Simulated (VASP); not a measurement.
# GaN (F-43m) in VASP: notebook, part 2 of 2

VASP 6.6.1. The steps go on from the part before.

### Step 4. Single point, PBEsol+D3(BJ)

This run uses another cell than the first one, of 11.22 Å³/atom.

INCAR

```
SYSTEM = GaN
ALGO = Normal ; EDIFF = 1E-6
ENCUT = 520 ; GGA = PS
ISIF = 2 ; ISMEAR = -1
IVDW = 12 ; LASPH = .True.
LCHARG = .False. ; LREAL = .False.
LWAVE = .False. ; NBANDS = 16
NELM = 60 ; PREC = Accurate
SIGMA = 0.05
```

KPOINTS

```
k-points
0
Gamma
  10 10 10
  0 0 0
```

POSCAR

```
GaN
1.0
    0.0000000000      2.2385720745      2.2385720745
    2.2385720745      0.0000000000      2.2385720745
    2.2385720745      2.2385720745      0.0000000000
Ga N
1 1
Direct
    0.0000000000      0.0000000000      0.0000000000
    0.2500000000      0.2500000000      0.2500000000
```

Potentials or basis: VASP PAW PBE potentials, release 64 (Ga_d, N).

Launch:

```console
cat potpaw_PBE.64/Ga_d/POTCAR potpaw_PBE.64/N/POTCAR > POTCAR
mpirun -np 1 vasp_std > vasp.out
```

OUTCAR:

```text
SYSTEM = GaN
   EDIFF = 1E-6
   ENCUT = 520
   GGA = PS
   ISIF = 2
   ISMEAR = -1
   IVDW = 12
   LASPH = .True.
   LREAL = .False.
   NELM = 60
   PREC = Accurate
 IVDW          = 12

 ion  position               nearest neighbor table
   1  0.000  0.000  0.000-   2 1.94   2 1.94   2 1.94   2 1.94
   2  0.250  0.250  0.250-   1 1.94   1 1.94   1 1.94   1 1.94

  LATTYP: Found a face centered cubic cell.
 ALAT       =     4.4771441490

  Lattice vectors:

[... 642 lines left out ...]
------------------------ aborting loop because EDIFF is reached ----------------------------------------

 Edisp (eV)   -0.44975

 E8    (eV) :    -0.2848

  FORCE on cell =-STRESS in cart. coord.  units (eV):
  Direction    XX          YY          ZZ          XY          YZ          ZX
  --------------------------------------------------------------------------------------
  -------------------------------------------------------------------------------------
  Total      -0.10744    -0.10744    -0.10744    -0.00000    -0.00000     0.00000
  in kB      -7.67243    -7.67243    -7.67243    -0.00000    -0.00000     0.00000
  external pressure =       -7.67 kB  Pullay stress =        0.00 kB

 VOLUME and BASIS-vectors are now :
 -----------------------------------------------------------------------------
  energy-cutoff  :      520.00
  volume of cell :       22.44
      direct lattice vectors                 reciprocal lattice vectors
     0.000000000  2.238572074  2.238572074    -0.223356668  0.223356668  0.223356668
     2.238572074  0.000000000  2.238572074     0.223356668 -0.223356668  0.223356668
     2.238572074  2.238572074  0.000000000     0.223356668  0.223356668 -0.223356668

 POSITION                                       TOTAL-FORCE (eV/Angst)
 -----------------------------------------------------------------------------------
      0.00000      0.00000      0.00000        -0.000000     -0.000000     -0.000000
      1.11929      1.11929      1.11929         0.000000      0.000000      0.000000
 -----------------------------------------------------------------------------------
    total drift:                                0.000001      0.000001      0.000001

  FREE ENERGIE OF THE ION-ELECTRON SYSTEM (eV)
  ---------------------------------------------------
  free  energy   TOTEN  =       -13.5698592684 eV

  energy  without entropy=      -13.5698592682  energy(sigma->0) =      -13.56985927
```

OSZICAR:

```text
N       E                     dE             d eps       ncg     rms          rms(c)
DAV:   1     0.816290551155E+02    0.81629E+02   -0.93869E+03  1688   0.202E+03
DAV:   2    -0.901668547484E+01   -0.90646E+02   -0.84371E+02  1760   0.338E+02
DAV:   3    -0.148943366682E+02   -0.58777E+01   -0.58523E+01  1712   0.712E+01
DAV:   4    -0.149606893332E+02   -0.66353E-01   -0.66337E-01  1936   0.796E+00
DAV:   5    -0.149615752402E+02   -0.88591E-03   -0.88590E-03  1776   0.824E-01    0.727E+00
DAV:   6    -0.131505636808E+02    0.18110E+01   -0.42347E+00  2280   0.399E+01    0.265E+00
DAV:   7    -0.131401180031E+02    0.10446E-01   -0.27876E-01  1608   0.570E+00    0.171E+00
DAV:   8    -0.131233766878E+02    0.16741E-01   -0.50622E-02  1936   0.262E+00    0.691E-01
DAV:   9    -0.131200357966E+02    0.33409E-02   -0.11804E-02  2208   0.235E+00    0.168E-01
DAV:  10    -0.131201496468E+02   -0.11385E-03   -0.12131E-03  1832   0.474E-01    0.813E-02
DAV:  11    -0.131201079046E+02    0.41742E-04   -0.13774E-04  2256   0.178E-01    0.478E-03
DAV:  12    -0.131201097893E+02   -0.18848E-05   -0.13092E-05  1712   0.388E-02    0.435E-03
DAV:  13    -0.131201097119E+02    0.77410E-07   -0.30743E-07  1128   0.104E-02
   1 F= -.13569859E+02 E0= -.13569859E+02  d E =-.129779E-09
```

stdout:

```text
POSCAR found type information on POSCAR GaN
 POSCAR found :  2 types and       2 ions
 scaLAPACK will be used
 -----------------------------------------------------------------------------
|                                                                             |
|                                                                             |
|     You enforced a specific xc type in the INCAR file but a different       |
|     I HOPE YOU KNOW WHAT YOU ARE DOING!                                     |
|                                                                             |
 -----------------------------------------------------------------------------

 LDA part: xc-table for (Slater+PW92), standard interpolation
 POSCAR, INCAR and KPOINTS ok, starting setup
 FFT: planning ... GRIDC
 FFT: planning ... GRID_SOFT
 FFT: planning ... GRID
 WAVECAR not read
 entering main loop
```

It took 8.8 s on 1 thread of AMD EPYC 9R45 (Zen 5), shared host; peak memory 0.13 GiB.

What came out:

```
Free energy                : -13.5699 eV
Pressure                   : -0.8 GPa
Band gap on the k mesh     : 1.81 eV
Dispersion energy per atom : -0.225 eV
```

Caveat: three body term missing; the PAW data sets were made with another functional, which shifts forces and pressure a little.

### Step 5. Single point, PBEsol+D3(BJ)

This run uses another cell than the first one, of 11.44 Å³/atom.

INCAR

```
PREC = Accurate ; ENCUT = 520
EDIFF = 1E-7 ; ISMEAR = -1
SIGMA = 0.05 ; LREAL = F
LASPH = T ; NELM = 80
ALGO = Normal ; ISIF = 2
LWAVE = F ; LCHARG = F
GGA = PS ; IVDW = 12
NBANDS = 16
```

KPOINTS

```
regular mesh
0
Gamma
  10 10 10
```

POSCAR

```
GaN
1.0
    0.0000000000      2.2535006075      2.2535006075
    2.2535006075      0.0000000000      2.2535006075
    2.2535006075      2.2535006075      0.0000000000
Ga N
1 1
Direct
    0.0000000000      0.0000000000      0.0000000000
    0.2500000000      0.2500000000      0.2500000000
```

Launch:

```console
cat potpaw_PBE.64/Ga_d/POTCAR potpaw_PBE.64/N/POTCAR > POTCAR
mpirun -np 1 vasp_std > vasp.out
```

It took 9.3 s on 1 thread of AMD EPYC 9R45 (Zen 5), shared host; peak memory 0.12 GiB.

The run converged. Its results:

* Free energy: -13.5627 eV
* Pressure: -4.4 GPa
* Band gap on the k mesh: 1.68 eV
* Dispersion energy per atom: -0.220 eV

Levels at points of the mesh, in eV from the valence-band top:
```tsv
k point	band 5	band 6	band 7	band 8	band 9	band 10	band 11	band 12	band 13	band 14
(0.00, 0.00, 0.00)	-13.08	-13.08	0.00	0.00	0.00	1.68	10.20	10.20	10.20	17.38
(0.50, 0.00, 0.00)	-13.03	-11.83	-7.11	-0.98	-0.98	4.56	8.63	10.26	10.26	15.44
(0.50, 0.50, 0.00)	-13.00	-11.40	-6.18	-2.73	-2.73	3.22	6.56	11.57	13.88	13.88
```

Caveat: three body term missing; the cell stands under tension; the PAW data sets were made with another functional, which shifts forces and pressure a little.

### Step 6. The runs side by side

```tsv
level	cell	gap on the mesh (eV)	pressure (GPa)
PBEsol	a = 3.181 Å, angles 60.0°, 2 atoms	1.72	-0.2
PBEsol+D3(BJ)	a = 3.163 Å, angles 60.0°, 2 atoms	1.83	-0.2
PBEsol+D3(BJ)	a = 3.166 Å, angles 60.0°, 2 atoms	1.81	-0.8
PBEsol+D3(BJ)	a = 3.187 Å, angles 60.0°, 2 atoms	1.68	-4.4
```

Alike in all rows: task single point; potentials or basis VASP PAW PBE potentials, release 64 (Ga_d, N); no spin polarisation; k mesh 10 × 10 × 10; cutoff (eV) 520; smearing fermi-dirac 0.05 eV.

Caveats: the PAW data sets were made with another functional, which shifts forces and pressure a little; three body term missing (at least some runs); the cell stands under tension (at least some runs).

Total energies depend on the potentials used, so only differences within one code and one set of settings carry meaning.
